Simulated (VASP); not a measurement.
Input of a VASP 6.6.1 run:

INCAR

```
SYSTEM = Sn2Ir
  PREC = Accurate
  ENCUT = 520
  EDIFF = 1E-6
  ISMEAR = -1
  SIGMA = 0.05
  LREAL = .FALSE.
  LASPH = .TRUE.
  NELM = 80
  ALGO = Normal
  ISIF = 2
  LWAVE = .FALSE.
  LCHARG = .FALSE.
  GGA = CA
  NBANDS = 26
```

The input KPOINTS:

```
regular mesh
0
G
  10 10 10
  0 0 0
```

The input POSCAR:

```
Sn2Ir
1.0
    0.0000000000      3.1835248659      3.1835248659
    3.1835248659      0.0000000000      3.1835248659
    3.1835248659      3.1835248659      0.0000000000
Sn Ir
2 1
Direct
    0.7500000000      0.7500000000      0.7500000000
    0.2500000000      0.2500000000      0.2500000000
    0.0000000000      0.0000000000      0.0000000000
```

Potentials or basis: VASP PAW LDA potentials, release 64 (Sn_d, Ir).

Run with:

```sh
$ cat potpaw_LDA.64/Sn_d/POTCAR potpaw_LDA.64/Ir/POTCAR > POTCAR
$ mpirun -np 1 vasp_std > vasp.out
```

(1) Predict the pressure.

Results:

(1) -3.5 GPa.
